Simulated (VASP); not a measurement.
# Al (P6_3/mmc) in VASP: a series of runs

Runs on Al. Level: PBEsol. Tasks: single point.

All numbers are computed with VASP 6.6.1; they aren't measurements. Logs are shortened: lines on timing, memory, paths and dates and some standing lists are left out, and cuts for length are marked.

**1. The cell of the first run**

The structure is hexagonal, space group P6_3/mmc (No. 194). The conventional cell has a = 2.770 Å, b = 2.770 Å, c = 4.935 Å, α = 90.00°, β = 90.00°, γ = 120.00°. Al (site symmetry -6m2) has 12 Al at 2.77 to 2.94 Å within 3.7 Å.

**2. Single point, PBEsol**

Input file INCAR:

```
PREC = Accurate
ENCUT = 520
EDIFF = 1E-6
ISMEAR = 0
SIGMA = 0.15
LREAL = False
LASPH = True
NELM = 80
ALGO = Fast
ISIF = 2
LWAVE = False
LCHARG = True
GGA = PS
LELF = True
LVHAR = True
NBANDS = 10
```

Input file KPOINTS:

```
Automatic mesh
0
Gamma
  18 18 10
```

Input file POSCAR:

```
Al
1.0
    2.7699000000      0.0000000000      0.0000000000
   -1.3849500000      2.3988037660      0.0000000000
    0.0000000000      0.0000000000      4.9351000000
Al
2
Direct
    0.6666666667      0.3333333333      0.7500000000
    0.3333333333      0.6666666667      0.2500000000
```

Potentials or basis: VASP PAW PBE potentials, release 64 (Al).

Started as:

```bash
$ cat potpaw_PBE.64/Al/POTCAR > POTCAR
$ mpirun -np 1 vasp_std > vasp.out
```

OUTCAR:

```text
PREC = Accurate
   ENCUT = 520
   EDIFF = 1E-6
   ISMEAR = 0
   LREAL = False
   LASPH = True
   NELM = 80
   ISIF = 2
   GGA = PS

 ion  position               nearest neighbor table
   1  0.667  0.333  0.750-   2 2.94   2 2.94   2 2.94   2 2.94   2 2.94   2 2.94
   2  0.333  0.667  0.250-   1 2.94   1 2.94   1 2.94   1 2.94   1 2.94   1 2.94

  LATTYP: Found a hexagonal cell.
 ALAT       =     2.7699000000
 C/A-ratio  =     1.7816888696

  Lattice vectors:

 A1 = (   2.7699000000,   0.0000000000,   0.0000000000)
 A2 = (  -1.3849500000,   2.3988037660,   0.0000000000)
 A3 = (   0.0000000000,   0.0000000000,   4.9351000000)

Analysis of symmetry for initial positions (statically):
=====================================================================
 Subroutine PRICEL returns:
 Original cell was already a primitive cell.

 Routine SETGRP: Setting up the symmetry group for a
 hexagonal supercell.

 Subroutine GETGRP returns: Found 24 space group operations
 (whereof 12 operations were pure point group operations)
 out of a pool of 24 trial point group operations.

The static configuration has the point symmetry D_3d.
 The point group associated with its full space group is D_6h.

Analysis of symmetry for dynamics (positions and initial velocities):
=====================================================================
 Subroutine PRICEL returns:
 Original cell was already a primitive cell.

 Routine SETGRP: Setting up the symmetry group for a
 hexagonal supercell.

 Subroutine GETGRP returns: Found 24 space group operations
 (whereof 12 operations were pure point group operations)
 out of a pool of 24 trial point group operations.

The dynamic configuration has the point symmetry D_3d.
 The point group associated with its full space group is D_6h.

 Subroutine INISYM returns: Found 24 space group operations
 (whereof 12 operations are pure point group operations),
 and found     1 'primitive' translations

----------------------------------------------------------------------------------------

                                     Primitive cell

  volume of cell :      32.7910

  direct lattice vectors                    reciprocal lattice vectors
     2.769900000  0.000000000  0.000000000     0.361023864  0.208437225  0.000000000
    -1.384950000  2.398803766  0.000000000     0.000000000  0.416874450  0.000000000
     0.000000000  0.000000000  4.935100000     0.000000000  0.000000000  0.202630139

  length of vectors
     2.769900000  2.769900000  4.935100000     0.416874450  0.416874450  0.202630139

  position of ions in fractional coordinates (direct lattice)
     0.666666667  0.333333333  0.750000000
     0.333333333  0.666666667  0.250000000

  ion indices of the primitive-cell ions
   primitive index   ion index
                 1           1
                 2           2

----------------------------------------------------------------------------------------

 KPOINTS: Automatic mesh

Automatic generation of k-mesh.
 Grid dimensions read from file:
 generate k-points for:   18   18   10

 Generating k-lattice:

  Cartesian coordinates                     Fractional coordinates (reciprocal lattice)
     0.020056881  0.011579846  0.000000000     0.055555556  0.000000000  0.000000000
     0.000000000  0.023159692  0.000000000     0.000000000  0.055555556  0.000000000
     0.000000000  0.000000000  0.020263014     0.000000000  0.000000000  0.100000000

  Length of vectors
     0.023159692  0.023159692  0.020263014

  Shift w.r.t. Gamma in fractional coordinates (k-lattice)
     0.000000000  0.000000000  0.000000000

 Subroutine IBZKPT returns following result:
 ===========================================

 Found    222 irreducible k-points:

 Following reciprocal coordinates:
            Coordinates               Weight
  0.000000  0.000000  0.000000      1.000000
  0.055556 -0.000000  0.000000      6.000000
  0.111111 -0.000000  0.000000      6.000000
  0.166667  0.000000  0.000000      6.000000
  0.222222  0.000000  0.000000      6.000000
  0.277778 -0.000000  0.000000      6.000000
[... 16 lines left out ...]
  0.333333  0.111111  0.000000     12.000000
  0.388889  0.111111  0.000000     12.000000
 [... further k-points ...]
   k-points           NKPTS =    222   k-points in BZ     NKDIM =    222   number of bands    NBANDS=     10
   number of dos      NEDOS =    301   number of ions     NIONS =      2
   total plane-waves  NPLWV =  23040
   dimension x,y,z NGX =    24 NGY =   24 NGZ =   40
   dimension x,y,z NGXF=    48 NGYF=   48 NGZF=   80
   ions per type =               2
   NGX,Y,Z   is equivalent  to a cutoff of  14.40, 14.40, 13.47 a.u.
   NGXF,Y,Z  is equivalent  to a cutoff of  28.81, 28.81, 26.95 a.u.
 SYSTEM =  unknown system
   PREC   = accura    normal or accurate (medium, high low for compatibility)
   ISTART =      0    job   : 0-new  1-cont  2-samecut
   ICHARG =      2    charge: 1-file 2-atom 10-const
   ISPIN  =      1    spin polarized calculation?
   LNONCOLLINEAR =      F non collinear calculations
   LSORBIT =      F    spin-orbit coupling
   LASPH  =      T    aspherical Exc in radial PAW
   ENCUT  =  520.0 eV  38.22 Ry    6.18 a.u.   5.15  5.15  9.18*2*pi/ulx,y,z
   NELM   =     80;   NELMIN=  2; NELMDL= -5     # of ELM steps
   EDIFF  = 0.1E-05   stopping-criterion for ELM
   LREAL  =      F    real-space projection
   EDIFFG = 0.1E-04   stopping-criterion for IOM
   NSW    =      0    number of steps for IOM
   IBRION =     -1    ionic relax: 0-MD 1-quasi-New 2-CG
   NFREE  =      0    steps in history (QN), initial steepest desc. (CG)
   ISIF   =      2    stress and relaxation
   ISYM   =      2    0-nonsym 1-usesym 2-fastsym
   POTIM  = 0.5000    time-step for ionic-motion
   TEBEG  =    0.0;   TEEND  =   0.0 temperature during run
   PSTRESS=    0.0 pullay stress
   NELECT =       6.0000    total number of electrons
   NUPDOWN=      -1.0000    fix difference up-down
   EMIN   =  10.00;   EMAX   =-10.00  energy-range for DOS
   EFERMI =   0.00;   METHOD = LEGACY
   ISMEAR =     0;   SIGMA  =   0.15  broadening in eV -4-tet -1-fermi 0-gaus
   EFERMI_NEDOS =   21; number of points for ismear=-14 and -15
   IALGO  =     68    algorithm
   IMIX   =      4    mixing-type and parameters
     AMIX     =   0.40;   BMIX     =  1.00
     AMIX_MAG =   1.60;   BMIX_MAG =  1.00
  volume/ion in A,a.u.               =      16.40       110.64
  Fermi-wavevector in a.u.,A,eV,Ry     =   0.929409  1.756329 11.752734  0.863802
  Thomas-Fermi vector in A             =   2.055689
   LORBIT       =      0    0 simple, 1 ext, 2 COOP (PROOUT), +10 PAW based schemes
   GGA     = PS    functional components
   LHFCALC =     F    Hartree Fock is set to
   AEXX    =    0.0000 exact exchange contribution
   IVDW    =     0    specifies the selected vdW correction
   LEPSILON=     F    determine dielectric tensor
   LRPA    =     F    only Hartree local field effects (RPA)
 non-spin polarized calculation
 RMM-DIIS sequential band-by-band and
 Gauss-broadening in eV      SIGMA  =   0.15
  energy-cutoff  :      520.00
  volume of cell :       32.79
 maximum number of plane-waves:       896
 NGX is ok and might be reduce to    24
   NGX = 11   NGY = 11   NGZ = 19

 number of electron       6.0000000 magnetization

 Free energy of the ion-electron system (eV)
  ---------------------------------------------------
  ext. energy  EPLUGINS =         0.00000000
  ---------------------------------------------------
  free energy    TOTEN  =        -8.09856189 eV

  energy without entropy =       -8.08959462  energy(sigma->0) =       -8.09407826

 E-fermi :   7.9829     XC(G=0): -10.2771

 val. band max:        7.9819133410   @ k =   0.3333   0.1111   0.1000
 cond. band min:       8.0137709448   @ k =   0.4444   0.1111   0.1000
 fundamental gap:      0.0318576038
 Fermi energy:         7.9829466481

 k-point     1 :       0.0000    0.0000    0.0000
  band No.  band energies     occupation
      1      -3.1666      2.00000
      2       2.5832      2.00000
      3       2.9833      2.00000
      4      18.6624      0.00000
      5      19.6432      0.00000
      6      20.0617      0.00000
      7      20.0617      0.00000
      8      20.1197      0.00000
      9      20.1197      0.00000
     10      23.3035      0.00000

 k-point     2 :       0.0556   -0.0000    0.0000
  band No.  band energies     occupation
      1      -3.0872      2.00000
      2       2.6610      2.00000
      3       3.0575      2.00000
      4      18.0286      0.00000
      5      18.9194      0.00000
      6      18.9607      0.00000
      7      19.6988      0.00000
      8      20.4530      0.00000
      9      21.3260      0.00000
     10      22.9966      0.00000

 k-point     3 :       0.1111   -0.0000    0.0000
  band No.  band energies     occupation
      1      -2.8494      2.00000
      2       2.8937      2.00000
      3       3.2800      2.00000
      4      15.9821      0.00000
      5      17.9607      0.00000
      6      18.6089      0.00000
      7      19.7083      0.00000
      8      19.8457      0.00000
      9      21.7167      0.00000
     10      21.9031      0.00000

 k-point     4 :       0.1667    0.0000    0.0000
  band No.  band energies     occupation
      1      -2.4541      2.00000
      2       3.2787      2.00000
      3       3.6510      2.00000
      4      13.8387      0.00000
      5      17.0940      0.00000
      6      17.8732      0.00000
      7      18.7141      0.00000
      8      19.4634      0.00000
      9      20.4316      0.00000
     10      21.0040      0.00000

 k-point     5 :       0.2222    0.0000    0.0000
  band No.  band energies     occupation
      1      -1.9026      2.00000
      2       3.8110      2.00000
      3       4.1703      2.00000
      4      11.7731      0.00000
      5      16.3615      0.00000
      6      16.4304      0.00000
      7      17.5232      0.00000
      8      17.9730      0.00000
      9      20.7038      0.00000
     10      20.8574      0.00000

 k-point     6 :       0.2778   -0.0000    0.0000
  band No.  band energies     occupation
      1      -1.1970      2.00000
      2       4.4798      2.00000
      3       4.8379      2.00000
      4       9.8273      0.00000
      5      14.7941      0.00000
      6      15.5667      0.00000
      7      15.7631      0.00000
      8      17.3581      0.00000
      9      20.4729      0.00000
     10      20.8780      0.00000
[... 183 lines left out ...]
 k-point    21 :       0.2222    0.1111    0.0000
  band No.  band energies     occupation
      1      -0.9626      2.00000
      2       4.7012      2.00000
      3       5.0605      2.00000
      4      10.0331      0.00000
      5      12.5497      0.00000
      6      15.4543      0.00000
      7      15.7329      0.00000
      8      17.8485      0.00000
      9      18.6275      0.00000
     10      20.2373      0.00000

 k-point    22 :       0.2778    0.1111    0.0000
  band No.  band energies     occupation
      1      -0.1070      2.00000
      2       5.4609      2.00000
      3       5.8754      2.00000
      4       8.2611      0.00873
      5      11.9189      0.00000
      6      13.9168      0.00000
      7      13.9271      0.00000
      8      17.4440      0.00000
      9      18.0694      0.00000
     10      19.9369      0.00000

 k-point    23 :       0.3333    0.1111    0.0000
  band No.  band energies     occupation
      1       0.8964      2.00000
      2       5.8754      2.00000
      3       6.8350      2.00000
      4       7.0922      2.00000
      5      11.1896      0.00000
      6      12.2435      0.00000
      7      12.7244      0.00000
      8      17.1434      0.00000
      9      17.6792      0.00000
     10      19.6728      0.00000

 k-point    24 :       0.3889    0.1111    0.0000
  band No.  band energies     occupation
      1       2.0428      2.00000
      2       4.7071      2.00000
      3       7.7485      1.97290
      4       7.9261      1.40795
      5      10.1508      0.00000
      6      10.7138      0.00000
      7      12.1215      0.00000
      8      16.9594      0.00000
      9      17.4470      0.00000
     10      19.5009      0.00000

 [... further k-points ...]

------------------------ aborting loop because EDIFF is reached ----------------------------------------

  FORCE on cell =-STRESS in cart. coord.  units (eV):
  Direction    XX          YY          ZZ          XY          YZ          ZX
  --------------------------------------------------------------------------------------
  -------------------------------------------------------------------------------------
  Total        0.4280641      0.4280641     -0.6466192      0.0000000     -0.0000000      0.0000000
  in kB       20.9153236     20.9153236    -31.5939870      0.0000000     -0.0000000      0.0000000
  external PRESSURE =       3.4122200 kB  Pullay stress =       0.0000000 kB

 VOLUME and BASIS-vectors are now :
 -----------------------------------------------------------------------------
  energy-cutoff  :      520.00
  volume of cell :       32.79
      direct lattice vectors                 reciprocal lattice vectors
     2.769900000  0.000000000  0.000000000     0.361023864  0.208437225  0.000000000
    -1.384950000  2.398803766  0.000000000     0.000000000  0.416874450  0.000000000
     0.000000000  0.000000000  4.935100000     0.000000000  0.000000000  0.202630139

 POSITION                                       TOTAL-FORCE (eV/Angst)
 -----------------------------------------------------------------------------------
      1.38495      0.79960      3.70133        -0.000000      0.000000      0.000000
     -0.00000      1.59920      1.23378         0.000000     -0.000000      0.000000
 -----------------------------------------------------------------------------------
    total drift:                                0.000000     -0.000000     -0.000000

  FREE ENERGIE OF THE ION-ELECTRON SYSTEM (eV)
  ---------------------------------------------------
  free  energy   TOTEN  =        -8.0985618859 eV

  energy  without entropy=       -8.0895946242  energy(sigma->0) =       -8.09407826
```

It took 21 s on 1 thread of Intel Xeon 6975P-C (Granite Rapids), shared host; peak memory 0.19 GiB.

Results:

```
Free energy            : -8.0986 eV
Pressure               : 0.3 GPa
Band gap on the k mesh : zero (band 3 reaches 11.46 eV, above the bottom of band 4 at 4.99 eV)
```

Levels at points of the mesh, in eV from the Fermi level:
```csv
k point,band 1,band 2,band 3,band 4,band 5,band 6,band 7,band 8
"(0.00, 0.00, 0.00)",-11.15,-5.40,-5.00,10.68,11.66,12.08,12.08,12.14
"(0.50, 0.00, 0.00)",-4.90,-4.88,0.42,0.66,1.22,1.43,6.72,8.20
"(0.00, 0.00, 0.50)",-9.64,-9.64,1.94,1.94,12.93,12.93,12.93,12.93
"(0.50, 0.00, 0.50)",-3.79,-3.79,-3.00,-3.00,7.33,7.33,7.62,7.62
```

Caveat: the PAW data sets were made with another functional, which shifts forces and pressure a little.

**3. Single point, PBEsol**

This run uses another cell than the first one, of 16.62 Å³/atom, 1.014 times its volume.

Input file INCAR:

```
  PREC = Accurate
  ENCUT = 520
  EDIFF = 1E-7
  ISMEAR = 0
  SIGMA = 0.15
  LREAL = F
  LASPH = T
  NELM = 100
  ALGO = Fast
  ISIF = 2
  LWAVE = F
  LCHARG = F
  GGA = PS
  NBANDS = 10
```

KPOINTS is that of step 2.

Input file POSCAR:

```
Al
1.0
    2.8098000000      0.0000000000      0.0000000000
   -1.4049000000      2.4333581796      0.0000000000
    0.0000000000      0.0000000000      4.8609000000
Al
2
Direct
    0.6666666667      0.3333333333      0.7500000000
    0.3333333333      0.6666666667      0.2500000000
```

Potentials or basis: VASP PAW PBE potentials, release 64 (Al).

Started as:

```bash
$ cat potpaw_PBE.64/Al/POTCAR > POTCAR
$ mpirun -np 1 vasp_std > vasp.out
```

It took 25 s on 1 thread of Intel Xeon 6975P-C (Granite Rapids), shared host; peak memory 0.18 GiB.

It converged, with:

```yaml
Free_energy: -8.1119 eV
Pressure: -1.1 GPa
Band_gap_on_the_k_mesh: zero (band 3 reaches 11.56 eV, above the bottom of band 4 at 4.79 eV)
```

Stress tensor (GPa, compression positive):
```
-0.37  0.00  0.00
 0.00 -0.37  0.00
 0.00  0.00 -2.53
```

Levels at points of the mesh, in eV from the Fermi level:
| k point | band 1 | band 2 | band 3 | band 4 | band 5 | band 6 | band 7 |
| --- | --- | --- | --- | --- | --- | --- | --- |
| (0.00, 0.00, 0.00) | -11.07 | -5.04 | -4.83 | 11.17 | 11.46 | 11.46 | 11.67 |
| (0.50, 0.00, 0.00) | -5.01 | -4.92 | 0.63 | 0.63 | 1.37 | 1.45 | 6.27 |
| (0.00, 0.00, 0.50) | -9.51 | -9.51 | 2.41 | 2.41 | 12.49 | 12.49 | 12.49 |
| (0.50, 0.00, 0.50) | -3.80 | -3.80 | -3.07 | -3.07 | 7.44 | 7.44 | 7.60 |

Caveat: the PAW data sets were made with another functional, which shifts forces and pressure a little.
